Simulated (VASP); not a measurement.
# MnSb (P6_3/mmc) in VASP: notebook, part 2 of 2

VASP 6.6.1.

**3. Single point, PBEsol, collinear spin, ferromagnetic start**

Contents of INCAR:

```
PREC = Accurate
ENCUT = 680
EDIFF = 1E-6
ISMEAR = -1
SIGMA = 0.05
LREAL = False
LASPH = True
NELM = 200
ALGO = Normal
ISIF = 2
LWAVE = False
LCHARG = False
ISPIN = 2
MAGMOM = 0 0 3 3
LORBIT = 11
NUPDOWN = 6.0
LMAXMIX = 4
GGA = PS
NBANDS = 42
GGA_COMPAT = False
```

Contents of KPOINTS:

```
regular mesh
0
Gamma
  6 6 4
```

Contents of POSCAR:

```
MnSb
1.0
    4.1500000000      0.0000000000      0.0000000000
   -2.0750000000      3.5940054257      0.0000000000
    0.0000000000      0.0000000000      5.7800000000
Sb Mn
2 2
Direct
    0.6666666667      0.3333333333      0.7500000000
    0.3333333333      0.6666666667      0.2500000000
    0.0000000000      0.0000000000      0.5000000000
    0.0000000000      0.0000000000      0.0000000000
```

Potentials or basis: VASP PAW PBE potentials, release 64 (Sb_d_GW, Mn_sv).

Run with:

```bash
cat potpaw_PBE.64/Sb_d_GW/POTCAR potpaw_PBE.64/Mn_sv/POTCAR > POTCAR
mpirun -np 1 vasp_std > vasp.out
```

OUTCAR:

```text
PREC = Accurate
   ENCUT = 680
   EDIFF = 1E-6
   ISMEAR = -1
   LREAL = False
   LASPH = True
   NELM = 200
   ISIF = 2
   ISPIN = 2
   LORBIT = 11
   NUPDOWN = 6.0
   GGA = PS

 ion  position               nearest neighbor table
   1  0.667  0.333  0.750-   3 2.80   4 2.80   3 2.80   4 2.80   3 2.80   4 2.80
   2  0.333  0.667  0.250-   3 2.80   4 2.80   3 2.80   4 2.80   3 2.80   4 2.80
   3  0.000  0.000  0.500-   1 2.80   2 2.80   2 2.80   1 2.80   1 2.80   2 2.80
   4  0.000  0.000  0.000-   1 2.80   2 2.80   2 2.80   1 2.80   1 2.80   2 2.80

  LATTYP: Found a hexagonal cell.
 ALAT       =     4.1500000000
 C/A-ratio  =     1.3927710843

  Lattice vectors:

 A1 = (   4.1500000000,   0.0000000000,   0.0000000000)
 A2 = (  -2.0750000000,   3.5940054257,   0.0000000000)
 A3 = (   0.0000000000,   0.0000000000,   5.7800000000)

Analysis of symmetry for initial positions (statically):
=====================================================================
 Subroutine PRICEL returns:
[... 2094 lines left out ...]
  --------------------------------------------------------------------------------------
  -------------------------------------------------------------------------------------
  Total       -5.2144801     -5.2144801     -5.5871789      0.0000000     -0.0000000      0.0000000
  in kB      -96.9096298    -96.9096298   -103.8361312      0.0000000     -0.0000000      0.0000000
  external PRESSURE =     -99.2184636 kB  Pullay stress =       0.0000000 kB

 VOLUME and BASIS-vectors are now :
 -----------------------------------------------------------------------------
  energy-cutoff  :      680.00
  volume of cell :       86.21
      direct lattice vectors                 reciprocal lattice vectors
     4.150000000  0.000000000  0.000000000     0.240963855  0.139120547  0.000000000
    -2.075000000  3.594005426  0.000000000     0.000000000  0.278241094  0.000000000
     0.000000000  0.000000000  5.780000000     0.000000000  0.000000000  0.173010381

 POSITION                                       TOTAL-FORCE (eV/Angst)
 -----------------------------------------------------------------------------------
      2.07500      1.19800      4.33500        -0.000000     -0.000000     -0.000000
     -0.00000      2.39600      1.44500         0.000000      0.000000     -0.000000
      0.00000      0.00000      2.89000        -0.000000     -0.000000      0.000000
      0.00000      0.00000      0.00000         0.000000     -0.000000      0.000000
 -----------------------------------------------------------------------------------
    total drift:                               -0.000000     -0.000000     -0.000000

  FREE ENERGIE OF THE ION-ELECTRON SYSTEM (eV)
  ---------------------------------------------------
  free  energy   TOTEN  =       -28.3332175377 eV

  energy  without entropy=      -28.3040657190  energy(sigma->0) =      -28.31864163

 total charge

# of ion       s       p       d       f       tot
--------------------------------------------------
    1        1.250   1.477  10.012   0.013  12.752
    2        1.250   1.477  10.012   0.013  12.752
    3        2.160   6.016   4.708   0.000  12.885
    4        2.160   6.016   4.708   0.000  12.885
--------------------------------------------------
tot          6.820  14.986  29.441   0.026  51.274

 magnetization (x)

# of ion       s       p       d       f       tot
--------------------------------------------------
    1        0.004  -0.187   0.008   0.004  -0.171
    2        0.004  -0.187   0.008   0.004  -0.171
    3        0.024   0.009   2.952   0.000   2.985
    4        0.024   0.009   2.952   0.000   2.985
--------------------------------------------------
tot          0.055  -0.355   5.919   0.009   5.628
```

OSZICAR:

```text
N       E                     dE             d eps       ncg     rms          rms(c)
DAV:   1     0.870439922444E+03    0.87044E+03   -0.26214E+04  5580   0.148E+04
DAV:   2     0.145654035867E+03   -0.72479E+03   -0.69699E+03  6296   0.212E+03
DAV:   3    -0.842320916321E+01   -0.15408E+03   -0.14960E+03  6592   0.464E+02
DAV:   4    -0.267138749713E+02   -0.18291E+02   -0.17822E+02  6968   0.154E+02
DAV:   5    -0.293246263442E+02   -0.26108E+01   -0.25544E+01  6918   0.407E+01    0.177E+01
DAV:   6    -0.323434436327E+02   -0.30188E+01   -0.44334E+01  6744   0.774E+01    0.348E+01
DAV:   7    -0.280459167236E+02    0.42975E+01   -0.17219E+01  6720   0.596E+01    0.614E+00
DAV:   8    -0.282933562467E+02   -0.24744E+00   -0.27663E+00  6592   0.154E+01    0.247E+00
DAV:   9    -0.283234519524E+02   -0.30096E-01   -0.36321E-01  6464   0.560E+00    0.186E+00
DAV:  10    -0.283288764181E+02   -0.54245E-02   -0.10776E-01  6688   0.292E+00    0.782E-01
DAV:  11    -0.283320270087E+02   -0.31506E-02   -0.29642E-02  5984   0.140E+00    0.381E-01
DAV:  12    -0.283329889271E+02   -0.96192E-03   -0.83455E-03  6320   0.813E-01    0.113E-01
DAV:  13    -0.283331668687E+02   -0.17794E-03   -0.18809E-03  5512   0.311E-01    0.479E-02
DAV:  14    -0.283332029228E+02   -0.36054E-04   -0.42675E-04  5312   0.151E-01    0.229E-02
DAV:  15    -0.283332137517E+02   -0.10829E-04   -0.13068E-04  4576   0.760E-02    0.110E-02
DAV:  16    -0.283332161811E+02   -0.24294E-05   -0.28745E-05  3784   0.434E-02    0.615E-03
DAV:  17    -0.283332172868E+02   -0.11057E-05   -0.86479E-06  3512   0.289E-02    0.193E-03
DAV:  18    -0.283332175377E+02   -0.25082E-06   -0.19606E-06  3224   0.225E-02
   1 F= -.28333218E+02 E0= -.28318642E+02  d E =-.291518E-01  mag=     6.0000
```

stdout:

```text
POSCAR found type information on POSCAR SbMn
 POSCAR found :  2 types and       4 ions
 scaLAPACK will be used
 -----------------------------------------------------------------------------
|                                                                             |
|                                                                             |
|     You enforced a specific xc type in the INCAR file but a different       |
|     I HOPE YOU KNOW WHAT YOU ARE DOING!                                     |
|                                                                             |
 -----------------------------------------------------------------------------

 LDA part: xc-table for (Slater+PW92), standard interpolation
 POSCAR, INCAR and KPOINTS ok, starting setup
 FFT: planning ... GRIDC
 FFT: planning ... GRID_SOFT
 FFT: planning ... GRID
 WAVECAR not read
 entering main loop
```

Wall time 4.7 min (1 thread of AMD EPYC 7R13 (Zen 3), shared host); peak memory 0.37 GiB.

What came out:

```yaml
Free_energy: -28.3332 eV
Pressure: -9.9 GPa
Net_moment: 6.00 μB per cell
Site_moments: Sb -0.17; Mn +2.98 μB
Valence_electrons_inside_the_program's_atomic_spheres: Sb 12.75; Mn 12.88
```

Caveat: the cell stands under tension; the PAW data sets were made with another functional, which shifts forces and pressure a little; the total moment is fixed, so each spin has its own Fermi level and the state may be an excited one; the run started ferromagnetic, and an antiferromagnetic order may lie lower in energy.
